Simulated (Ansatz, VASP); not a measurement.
**Ta in VASP and in Ansatz**

The input INCAR:

```
SYSTEM = Ta
PREC     = Accurate       ! precision mode
ENCUT    = 520            ! plane-wave cutoff, eV
EDIFF    = 1E-6           ! SCF threshold, eV
ISMEAR   = 0              ! smearing method
SIGMA    = 0.15           ! smearing width, eV
LREAL    = .FALSE.        ! projectors in reciprocal space
LASPH    = .TRUE.         ! aspherical terms in the spheres
NELM     = 60             ! most SCF steps
ALGO     = Fast           ! electronic algorithm
ISIF     = 2              ! what is computed and relaxed
LWAVE    = .FALSE.        ! write WAVECAR
LCHARG   = .FALSE.        ! write CHGCAR
GGA      = PS             ! functional
NBANDS   = 30             ! bands
```

File KPOINTS:

```
regular mesh
0
G
  22 22 7
  0 0 0
```

Contents of POSCAR:

```
Ta
1.0
   -1.6402597622      1.6402597622     -1.6402597622
   -1.6402597622     -1.6402597622      1.6402597622
    0.0000000000      9.7430195643      9.7430195643
Ta
4
Direct
    0.0000000000      0.0000000000      0.5892330535
    0.5000000000      0.5000000000      0.0841761505
    0.0000000000      0.0000000000      0.2525284515
    0.5000000000      0.5000000000      0.4208807525
```

Input for Ansatz:

```yaml
crystal:
  lattice:
    - [-1.6402597622, 1.6402597622, -1.6402597622]
    - [-1.6402597622, -1.6402597622, 1.6402597622]
    - [0.0, 9.7430195643, 9.7430195643]
  atoms:
    - { symbol: Ta, position: [0.0, 0.0, 0.5892330535] }
    - { symbol: Ta, position: [0.5, 0.5, 0.0841761505] }
    - { symbol: Ta, position: [0.0, 0.0, 0.2525284515] }
    - { symbol: Ta, position: [0.5, 0.5, 0.4208807525] }
basis:
  ecutwfc: 420
kpoints:
  mp_grid: { grid: [22, 22, 7] }
hamiltonian:
  xc: pbesol
scf:
  occupations: { method: gaussian, width: 0.15 }
output:
  forces: true
  stress: true
  eigenvalues: true
  write_density: true
  write_potential: true
  elf: true
  volumetric_format: npy
```

Alike in both runs: task single point; functional PBEsol; k mesh 22 × 22 × 7; occupations gaussian, width 0.15 eV; no spin polarisation.

|  | VASP | Ansatz |
| --- | --- | --- |
| version | VASP 6.6.1 | Ansatz 0.2.0 |
| potentials or method | VASP PAW PBE potentials, release 64 (Ta_pv), cutoff 520 eV | scalar-relativistic, plane waves, PAW |
| valence electrons in the cell | 44 | 52 |

```tsv
	VASP	Ansatz	Ansatz less VASP
gap on the k mesh at the Fermi level (eV)	none	none	-
rms of the force components (eV/Å)	0.252	0.251	-0.0002
```

VASP's potentials were made for PBE, not for PBEsol. Atom by atom the forces differ by 0.004 eV/Å (rms over components). A gap of «none» marks a metal or a gap that the smearing closes. With one functional, cell and mesh, what is left measures potentials, basis and numerics. VASP's potentials hold 44 valence electrons a cell and Ansatz's 52, so a difference there can come from the potentials and not from the codes.

Spin-orbit coupling is off throughout.
